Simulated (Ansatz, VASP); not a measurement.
**One calculation of Ni, two programs**

```xyz
2
Lattice="0.0000 2.5035 2.5035 2.5035 0.0000 2.5035 2.5035 2.5035 0.0000" Properties=species:S:1:pos:R:3 pbc="T T T"
Ni    0.6259    0.6259    0.6259
Ni    4.3812    4.3812    4.3812
```

Alike in both runs: task single point; functional PBEsol; k mesh 18 × 18 × 18; occupations fermi-dirac, width 0.05 eV; collinear spin.

|  | VASP | Ansatz |
| --- | --- | --- |
| version | VASP 6.6.1 | Ansatz 0.2.0 |
| potentials or method | VASP PAW PBE potentials, release 64 (Ni), cutoff 520 eV | plane waves (420 eV) with PAW, scalar-relativistic |
| valence electrons in the cell | 20 | 36 |

|  | VASP | Ansatz | Ansatz less VASP |
| --- | --- | --- | --- |
| net moment per atom (μB) | 0.78 | 0.80 | +0.011 |
| size of the moment on the site where the two differ most (μB) | 0.79 | 0.83 | +0.044 |

VASP's potentials were made for PBE, not for PBEsol, and Ansatz warns of the same on its side. Site moments also hang on the region over which each program counts them. VASP's potentials hold 20 valence electrons a cell and Ansatz's 36, so a difference there can come from the potentials and not from the codes.
